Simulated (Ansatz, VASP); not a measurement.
# One calculation of PbF2, two programs

```
CELL_PARAMETERS angstrom
0.00000 2.96985 2.94015
2.96985 0.00000 2.94015
2.96985 2.96985 0.00000
ATOMIC_POSITIONS crystal
Pb 0.00000 0.00000 0.00000
F 0.25000 0.25000 0.25000
F 0.75000 0.75000 0.75000
```

Change from the starting cell: zz strain of -1 %, PAW files.

Alike in both runs: task electric field gradients; functional LDA; k mesh 7 × 7 × 7; occupations fermi-dirac, width 0.03 eV; no spin polarisation.

|  | VASP | Ansatz |
| --- | --- | --- |
| version | VASP 6.6.1 | Ansatz 0.2.0 |
| potentials or method | VASP PAW LDA potentials, release 64 (Pb_d, F) | PAW with Ansatz's default frozen-core files, scalar-relativistic |
| plane-wave cutoff (eV) | 520 | 420 |
| valence electrons in the cell | 28 | 28 |

VASP gave:

| Item | Value |
| --- | --- |
| gap on the k mesh at the Fermi level (eV) | 4.21 |
| pressure (GPa) | -4.3 |
| traceless stress, the component that is largest in VASP (GPa) | 0.37 |
| size of Vzz on the site where it differs most (V/Å²) | 3.8 |

**Question.** Estimate Ansatz's values.

**Answer.** gap on the k mesh at the Fermi level (eV): 4.26; pressure (GPa): -4.3; traceless stress, the component that is largest in VASP (GPa): 0.38; size of Vzz on the site where it differs most (V/Å²): 5.6.

LDA's correlation is that of Perdew and Zunger in VASP and of Perdew and Wang (1992) in Ansatz.

Neither program's run includes spin-orbit coupling.
